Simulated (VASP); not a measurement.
# Al (P6/mmm) in VASP: further runs

The runs below take Al through single point, with r2SCAN, r2SCAN+rVV10, r2SCAN+D3(BJ).

Everything below comes from runs of VASP 6.6.1. Logs are shortened: lines on timing, memory, paths and dates and some standing lists are left out, and cuts for length are marked.

**1. The cell of the first run**

Symmetry: P6/mmm, No. 191, hexagonal system. Conventional cell: a = 4.526 Å, b = 4.526 Å, c = 2.728 Å, α = 90.00°, β = 90.00°, γ = 120.00°. Al (site symmetry -6m2) has 5 Al at 2.61 to 2.73 Å within 3.4 Å.

**2. Single point, r2SCAN**

Contents of POSCAR:

```
Al
1.0
    4.5258813600      0.0000028735      0.0000000000
   -2.2629431686      3.9195267955      0.0000000000
    0.0000000000      0.0000000000      2.7281675229
Al
2
Direct
    0.3333333333      0.6666666667      0.5000000000
    0.6666666667      0.3333333333      0.5000000000
```

Contents of INCAR.step1:

```
PREC = Accurate
ENCUT = 520
ISMEAR = -1
SIGMA = 0.05
LREAL = False
LASPH = True
NELM = 80
NBANDS = 10
GGA = PE
ALGO = Normal
EDIFF = 1E-4
LWAVE = True
LCHARG = False
```

Contents of INCAR.step2:

```
PREC = Accurate
ENCUT = 520
EDIFF = 1E-6
ISMEAR = -1
SIGMA = 0.05
LREAL = False
LASPH = True
NELM = 80
ALGO = Normal
ISIF = 2
LWAVE = False
LCHARG = False
METAGGA = R2SCAN
LMIXTAU = True
NBANDS = 10
ISTART = 1
```

Contents of KPOINTS:

```
regular mesh
0
Gamma
  7 7 10
```

Potentials or basis: VASP PAW PBE potentials, release 64 (Al).

Started as:

```
$ cat potpaw_PBE.64/Al/POTCAR > POTCAR
$ cp INCAR.step1 INCAR
$ mpirun -np 1 vasp_std > vasp.out
$ cp INCAR.step2 INCAR
$ mpirun -np 1 vasp_std > vasp.out
```

OUTCAR:

```text
PREC = Accurate
   ENCUT = 520
   EDIFF = 1E-6
   ISMEAR = -1
   LREAL = False
   LASPH = True
   NELM = 80
   ISIF = 2
   METAGGA = R2SCAN
   ISTART = 1

 ion  position               nearest neighbor table
   1  0.333  0.667  0.500-   2 2.61   2 2.61   2 2.61
   2  0.667  0.333  0.500-   1 2.61   1 2.61   1 2.61

  LATTYP: Found a hexagonal cell.
 ALAT       =     4.5258813600
 C/A-ratio  =     0.6027925405

  Lattice vectors:

 A1 = (   4.5258813600,   0.0000028735,   0.0000000000)
 A2 = (  -2.2629431686,   3.9195267955,   0.0000000000)
 A3 = (   0.0000000000,   0.0000000000,   2.7281675229)

Analysis of symmetry for initial positions (statically):
=====================================================================
 Subroutine PRICEL returns:
 Original cell was already a primitive cell.

 Routine SETGRP: Setting up the symmetry group for a
 hexagonal supercell.

 Subroutine GETGRP returns: Found 24 space group operations
 (whereof 24 operations were pure point group operations)
 out of a pool of 24 trial point group operations.

The static configuration has the point symmetry D_6h.

Analysis of symmetry for dynamics (positions and initial velocities):
=====================================================================
 Subroutine PRICEL returns:
 Original cell was already a primitive cell.

 Routine SETGRP: Setting up the symmetry group for a
 hexagonal supercell.

 Subroutine GETGRP returns: Found 24 space group operations
 (whereof 24 operations were pure point group operations)
 out of a pool of 24 trial point group operations.

The dynamic configuration has the point symmetry D_6h.

 Subroutine INISYM returns: Found 24 space group operations
 (whereof 24 operations are pure point group operations),
 and found     1 'primitive' translations

----------------------------------------------------------------------------------------

                                     Primitive cell

  volume of cell :      48.3958

  direct lattice vectors                    reciprocal lattice vectors
     4.525881360  0.000002874  0.000000000     0.220951358  0.127566513  0.000000000
    -2.262943169  3.919526795  0.000000000    -0.000000162  0.255132746  0.000000000
     0.000000000  0.000000000  2.728167523     0.000000000  0.000000000  0.366546406

  length of vectors
     4.525881360  4.525881360  2.728167523     0.255132746  0.255132746  0.366546406

  position of ions in fractional coordinates (direct lattice)
     0.333333333  0.666666667  0.500000000
     0.666666667  0.333333333  0.500000000

  ion indices of the primitive-cell ions
   primitive index   ion index
                 1           1
                 2           2

----------------------------------------------------------------------------------------

 KPOINTS: regular mesh

Automatic generation of k-mesh.
 Grid dimensions read from file:
 generate k-points for:    7    7   10

 Generating k-lattice:

  Cartesian coordinates                     Fractional coordinates (reciprocal lattice)
     0.031564480  0.018223788  0.000000000     0.142857143 -0.000000000  0.000000000
    -0.000000023  0.036447535  0.000000000     0.000000000  0.142857143  0.000000000
     0.000000000  0.000000000  0.036654641     0.000000000  0.000000000  0.100000000

  Length of vectors
     0.036447535  0.036447535  0.036654641

  Shift w.r.t. Gamma in fractional coordinates (k-lattice)
     0.000000000  0.000000000  0.000000000

 Subroutine IBZKPT returns following result:
 ===========================================

 Found     48 irreducible k-points:

 Following reciprocal coordinates:
            Coordinates               Weight
  0.000000  0.000000  0.000000      1.000000
  0.142857  0.000000  0.000000      6.000000
  0.285714  0.000000  0.000000      6.000000
  0.428571 -0.000000  0.000000      6.000000
  0.142857  0.142857  0.000000      6.000000
  0.285714  0.142857  0.000000     12.000000
[... 16 lines left out ...]
  0.428571  0.142857  0.200000     12.000000
  0.285714  0.285714  0.200000     12.000000
 [... further k-points ...]
   k-points           NKPTS =     48   k-points in BZ     NKDIM =     48   number of bands    NBANDS=     10
   number of dos      NEDOS =    301   number of ions     NIONS =      2
   total plane-waves  NPLWV =  25920
   dimension x,y,z NGX =    36 NGY =   36 NGZ =   20
   dimension x,y,z NGXF=    72 NGYF=   72 NGZF=   40
   ions per type =               2
   NGX,Y,Z   is equivalent  to a cutoff of  13.22, 13.22, 12.19 a.u.
   NGXF,Y,Z  is equivalent  to a cutoff of  26.45, 26.45, 24.37 a.u.
 SYSTEM =  unknown system
   PREC   = accura    normal or accurate (medium, high low for compatibility)
   ISTART =      1    job   : 0-new  1-cont  2-samecut
   ICHARG =      0    charge: 1-file 2-atom 10-const
   ISPIN  =      1    spin polarized calculation?
   LNONCOLLINEAR =      F non collinear calculations
   LSORBIT =      F    spin-orbit coupling
   LASPH  =      T    aspherical Exc in radial PAW
   ENCUT  =  520.0 eV  38.22 Ry    6.18 a.u.   8.42  8.42  5.07*2*pi/ulx,y,z
   NELM   =     80;   NELMIN=  2; NELMDL=  0     # of ELM steps
   EDIFF  = 0.1E-05   stopping-criterion for ELM
   LREAL  =      F    real-space projection
   EDIFFG = 0.1E-04   stopping-criterion for IOM
   NSW    =      0    number of steps for IOM
   IBRION =     -1    ionic relax: 0-MD 1-quasi-New 2-CG
   NFREE  =      0    steps in history (QN), initial steepest desc. (CG)
   ISIF   =      2    stress and relaxation
   ISYM   =      2    0-nonsym 1-usesym 2-fastsym
   POTIM  = 0.5000    time-step for ionic-motion
   TEBEG  =    0.0;   TEEND  =   0.0 temperature during run
   PSTRESS=    0.0 pullay stress
   NELECT =       6.0000    total number of electrons
   NUPDOWN=      -1.0000    fix difference up-down
   EMIN   =  10.00;   EMAX   =-10.00  energy-range for DOS
   EFERMI =   0.00;   METHOD = LEGACY
   ISMEAR =    -1;   SIGMA  =   0.05  broadening in eV -4-tet -1-fermi 0-gaus
   EFERMI_NEDOS =   21; number of points for ismear=-14 and -15
   IALGO  =     38    algorithm
   IMIX   =      4    mixing-type and parameters
     AMIX     =   0.40;   BMIX     =  1.00
     AMIX_MAG =   1.60;   BMIX_MAG =  1.00
  volume/ion in A,a.u.               =      24.20       163.30
  Fermi-wavevector in a.u.,A,eV,Ry     =   0.816312  1.542605  9.066439  0.666364
  Thomas-Fermi vector in A             =   1.926557
   LORBIT       =      0    0 simple, 1 ext, 2 COOP (PROOUT), +10 PAW based schemes
   METAGGA = R2SCAN    functional components
   LHFCALC =     F    Hartree Fock is set to
   AEXX    =    0.0000 exact exchange contribution
   IVDW    =     0    specifies the selected vdW correction
   LEPSILON=     F    determine dielectric tensor
   LRPA    =     F    only Hartree local field effects (RPA)
 non-spin polarized calculation
  energy-cutoff  :      520.00
  volume of cell :       48.40
 maximum number of plane-waves:      1342
 NGX is ok and might be reduce to    36
   NGX = 17   NGY = 17   NGZ = 11

 number of electron       6.0000000 magnetization

 Free energy of the ion-electron system (eV)
  ---------------------------------------------------
  ext. energy  EPLUGINS =         0.00000000
  ---------------------------------------------------
  free energy    TOTEN  =       -12.39606054 eV

  energy without entropy =      -12.39231690  energy(sigma->0) =      -12.39418872

 E-fermi :   4.0570     XC(G=0):  -9.0099

 val. band max:        3.9335607639   @ k =   0.2857   0.2857   0.4000
 cond. band min:       4.0688648870   @ k =   0.4286   0.1429   0.4000
 fundamental gap:      0.1353041232
 Fermi energy:         4.0569889996

 k-point     1 :       0.0000    0.0000    0.0000
  band No.  band energies     occupation
      1      -5.3271      2.00000
      2       3.0489      2.00000
      3       3.0489      2.00000
      4       3.7119      1.99799
      5       6.3849      0.00000
      6       6.3849      0.00000
      7       9.9548      0.00000
      8      14.3283      0.00000
      9      14.7281      0.00000
     10      21.3145      0.00000

 k-point     2 :       0.1429    0.0000    0.0000
  band No.  band energies     occupation
      1      -5.1427      2.00000
      2       1.3658      2.00000
      3       2.7381      2.00000
      4       4.8971      0.00000
      5       6.5387      0.00000
      6       7.0811      0.00000
      7      10.9757      0.00000
      8      14.4805      0.00000
      9      14.7581      0.00000
     10      19.8657      0.00000

 k-point     3 :       0.2857    0.0000    0.0000
  band No.  band energies     occupation
      1      -4.6061      2.00000
      2      -0.4514      2.00000
      3       2.2426      2.00000
      4       4.6546      0.00001
      5       8.3385      0.00000
      6       8.7304      0.00000
      7      13.0620      0.00000
      8      14.6703      0.00000
      9      14.9220      0.00000
     10      16.6216      0.00000

 k-point     4 :       0.4286   -0.0000    0.0000
  band No.  band energies     occupation
      1      -3.8418      2.00000
      2      -1.8807      2.00000
      3       1.9447      2.00000
      4       4.3119      0.01215
      5      10.5962      0.00000
      6      10.9380      0.00000
      7      12.7832      0.00000
      8      13.6015      0.00000
      9      15.5409      0.00000
     10      16.1417      0.00000
[... 222 lines left out ...]
 k-point    22 :       0.2857    0.1429    0.2000
  band No.  band energies     occupation
      1      -3.2663      2.00000
      2      -0.5301      2.00000
      3       2.1532      2.00000
      4       6.3190      0.00000
      5       8.1737      0.00000
      6       9.0804      0.00000
      7      11.0153      0.00000
      8      13.2280      0.00000
      9      14.2822      0.00000
     10      14.5424      0.00000

 k-point    23 :       0.4286    0.1429    0.2000
  band No.  band energies     occupation
      1      -2.6514      2.00000
      2      -1.4194      2.00000
      3       1.9310      2.00000
      4       6.1705      0.00000
      5       8.7190      0.00000
      6      10.1042      0.00000
      7      11.8536      0.00000
      8      11.8989      0.00000
      9      14.2096      0.00000
     10      14.9876      0.00000

 k-point    24 :       0.2857    0.2857    0.2000
  band No.  band energies     occupation
      1      -2.4997      2.00000
      2      -1.4507      2.00000
      3       1.3747      2.00000
      4       7.9935      0.00000
      5       8.2112      0.00000
      6       9.4166      0.00000
      7      10.9531      0.00000
      8      11.7195      0.00000
      9      13.8016      0.00000
     10      15.3951      0.00000

 [... further k-points ...]
[... 5 lines left out ...]
  --------------------------------------------------------------------------------------
  -------------------------------------------------------------------------------------
  Total       -0.0448703     -0.0448703     -0.0703994      0.0000000      0.0000000      0.0000000
  in kB       -1.4854627     -1.4854627     -2.3306212      0.0000000      0.0000000      0.0000000
  external PRESSURE =      -1.7671822 kB  Pullay stress =       0.0000000 kB

 VOLUME and BASIS-vectors are now :
 -----------------------------------------------------------------------------
  energy-cutoff  :      520.00
  volume of cell :       48.40
      direct lattice vectors                 reciprocal lattice vectors
     4.525881360  0.000002874  0.000000000     0.220951358  0.127566513  0.000000000
    -2.262943169  3.919526795  0.000000000    -0.000000162  0.255132746  0.000000000
     0.000000000  0.000000000  2.728167523     0.000000000  0.000000000  0.366546406

 POSITION                                       TOTAL-FORCE (eV/Angst)
 -----------------------------------------------------------------------------------
     -0.00000      2.61302      1.36408        -0.000000     -0.000000      0.000000
      2.26294      1.30651      1.36408         0.000000      0.000000      0.000000
 -----------------------------------------------------------------------------------
    total drift:                               -0.000000      0.000000     -0.000000

  FREE ENERGIE OF THE ION-ELECTRON SYSTEM (eV)
  ---------------------------------------------------
  free  energy   TOTEN  =       -12.3960605430 eV

  energy  without entropy=      -12.3923168998  energy(sigma->0) =      -12.39418872
```

Wall time 1.7 min (1 thread of AMD EPYC 7R13 (Zen 3), shared host); peak memory 0.14 GiB.

What came out:

```
Free energy            : -12.3961 eV
Pressure               : -0.2 GPa
Band gap on the k mesh : zero (band 3 reaches 6.63 eV, above the bottom of band 4 at 2.94 eV)
```

Caveat: the PAW data sets were made with another functional, which shifts forces and pressure a little.

**3. Single point, r2SCAN+rVV10**

This run uses another cell than the first one, of 24.06 Å³/atom, 0.994 times its volume.

Contents of POSCAR:

```
Al
1.0
    4.5164242545      0.0000028675      0.0000000000
   -2.2582146106      3.9113367049      0.0000000000
    0.0000000000      0.0000000000      2.7238293199
Al
2
Direct
    0.3333333333      0.6666666667      0.5000000000
    0.6666666667      0.3333333333      0.5000000000
```

Contents of INCAR.step1:

```
SYSTEM = Al
PREC     = Accurate       ! precision mode
ENCUT    = 520            ! plane-wave cutoff, eV
ISMEAR   = -1             ! smearing method
SIGMA    = 0.05           ! smearing width, eV
LREAL    = .False.        ! projectors in reciprocal space
LASPH    = .True.         ! aspherical terms in the spheres
NELM     = 80             ! most SCF steps
NBANDS   = 10             ! bands
GGA      = PE             ! functional
ALGO     = Normal         ! electronic algorithm
EDIFF    = 1E-4           ! SCF threshold, eV
LWAVE    = .True.         ! write WAVECAR
LCHARG   = .False.        ! write CHGCAR
```

Contents of INCAR.step2:

```
SYSTEM = Al
PREC     = Accurate       ! precision mode
ENCUT    = 520            ! plane-wave cutoff, eV
EDIFF    = 1E-6           ! SCF threshold, eV
ISMEAR   = -1             ! smearing method
SIGMA    = 0.05           ! smearing width, eV
LREAL    = .False.        ! projectors in reciprocal space
LASPH    = .True.         ! aspherical terms in the spheres
NELM     = 80             ! most SCF steps
ALGO     = Normal         ! electronic algorithm
ISIF     = 2              ! what is computed and relaxed
LWAVE    = .False.        ! write WAVECAR
LCHARG   = .True.         ! write CHGCAR
METAGGA  = R2SCAN         ! meta-GGA
LMIXTAU  = .True.       
LUSE_VDW = .True.       
IVDW_NL  = 2            
BPARAM   = 11.95        
CPARAM   = 0.0093       
LELF     = .True.         ! ELF
LVHAR    = .True.       
NBANDS   = 10             ! bands
ISTART   = 1
```

Contents of KPOINTS:

```
Automatic mesh
0
Gamma
  7 7 10
  0 0 0
```

Potentials or basis: VASP PAW PBE potentials, release 64 (Al).

Started as:

```
$ cat potpaw_PBE.64/Al/POTCAR > POTCAR
$ cp INCAR.step1 INCAR
$ mpirun -np 1 vasp_std > vasp.out
$ cp INCAR.step2 INCAR
$ mpirun -np 1 vasp_std > vasp.out
```

Run time: 2.2 min. Hardware: 1 thread of AMD EPYC 7R13 (Zen 3), shared host; peak memory 0.24 GiB.

The run converged. Its results:

* Free energy: -12.2135 eV
* Pressure: -0.2 GPa
* Band gap on the k mesh: zero (band 3 reaches 6.69 eV, above the bottom of band 4 at 2.96 eV)

Levels at points of the mesh, in eV from the Fermi level:
```
           k point  band 1  band 2  band 3  band 4  band 5  band 6  band 7
(0.00, 0.00, 0.00)   -9.41   -1.00   -1.00   -0.31    2.32    2.32    5.84
(0.00, 0.00, 0.50)   -4.58   -3.89    2.60    2.60    2.96    5.62    5.62
```

Caveat: the PAW data sets were made with another functional, which shifts forces and pressure a little.

**4. Single point, r2SCAN+D3(BJ)**

This run uses another cell than the first one, of 24.65 Å³/atom, 1.019 times its volume.

Contents of POSCAR:

```
Al
1.0
    4.5467300000      0.0000000000      0.0000000000
   -2.2733700000      3.9375800000      0.0000000000
    0.0000000000      0.0000000000      2.7539300000
Al
2
Direct
    0.3333300000      0.6666700000      0.5000000000
    0.6666700000      0.3333300000      0.5000000000
```

Contents of INCAR.step1:

```
SYSTEM = Al
PREC = Accurate
ENCUT = 520
ISMEAR = -1
SIGMA = 0.05
LREAL = .FALSE.
LASPH = .TRUE.
NELM = 60
NBANDS = 10
GGA = PE
ALGO = Normal
EDIFF = 1E-4
LWAVE = .TRUE.
LCHARG = .FALSE.
```

Contents of INCAR.step2:

```
SYSTEM = Al
PREC = Accurate
ENCUT = 520
EDIFF = 1E-6
ISMEAR = -1
SIGMA = 0.05
LREAL = .FALSE.
LASPH = .TRUE.
NELM = 60
ALGO = Normal
ISIF = 2
LWAVE = .FALSE.
LCHARG = .FALSE.
METAGGA = R2SCAN
LMIXTAU = .TRUE.
IVDW = 12
VDW_S6 = 1.0
VDW_S8 = 0.78981345
VDW_A1 = 0.49484001
VDW_A2 = 5.73083694
NBANDS = 10
ISTART = 1
```

Contents of KPOINTS:

```
regular mesh
0
G
  7 7 10
  0 0 0
```

Started as:

```
$ cat potpaw_PBE.64/Al/POTCAR > POTCAR
$ cp INCAR.step1 INCAR
$ mpirun -np 1 vasp_std > vasp.out
$ cp INCAR.step2 INCAR
$ mpirun -np 1 vasp_std > vasp.out
```

Wall time 2.7 min (1 thread of AMD EPYC 7R13 (Zen 3), shared host); peak memory 0.16 GiB.

The run converged. Its results:

```
Free energy                : -12.6045 eV
Pressure                   : -1.7 GPa
Band gap on the k mesh     : zero (band 3 reaches 6.42 eV, above the bottom of band 4 at 2.84 eV)
Dispersion energy per atom : -0.106 eV
```

Stress tensor (GPa, compression positive):
```
-1.44  0.00  0.00
 0.00 -1.43  0.00
 0.00  0.00 -2.37
```

Levels at points of the mesh, in eV from the Fermi level:
```csv
k point,band 1,band 2,band 3,band 4,band 5,band 6
"(0.00, 0.00, 0.00)",-9.27,-0.95,-0.95,-0.34,2.37,2.37
"(0.00, 0.00, 0.50)",-4.59,-3.79,2.52,2.52,2.93,5.64
```

Caveat: three body term missing; the PAW data sets were made with another functional, which shifts forces and pressure a little; pairwise dispersion overbinds metals, which lowers pressure and volume.

**5. Overview**

| level | cell | gap on the mesh (eV) | pressure (GPa) |
| --- | --- | --- | --- |
| r2SCAN | a = 4.526, b = 4.526, c = 2.728 Å, angles 90.0, 90.0, 120.0°, 2 atoms | none | -0.2 |
| r2SCAN+rVV10 | a = 4.516, b = 4.516, c = 2.724 Å, angles 90.0, 90.0, 120.0°, 2 atoms | none | -0.2 |
| r2SCAN+D3(BJ) | a = 4.547, b = 4.547, c = 2.754 Å, angles 90.0, 90.0, 120.0°, 2 atoms | none | -1.7 |

Alike in all rows: task single point; potentials or basis VASP PAW PBE potentials, release 64 (Al); no spin polarisation; k mesh 7 × 7 × 10; cutoff (eV) 520; smearing fermi-dirac 0.05 eV.

Caveats: the PAW data sets were made with another functional, which shifts forces and pressure a little; three body term missing (some runs); pairwise dispersion overbinds metals, which lowers pressure and volume (some runs).

Absolute energies hang on the potentials; compare differences alone.
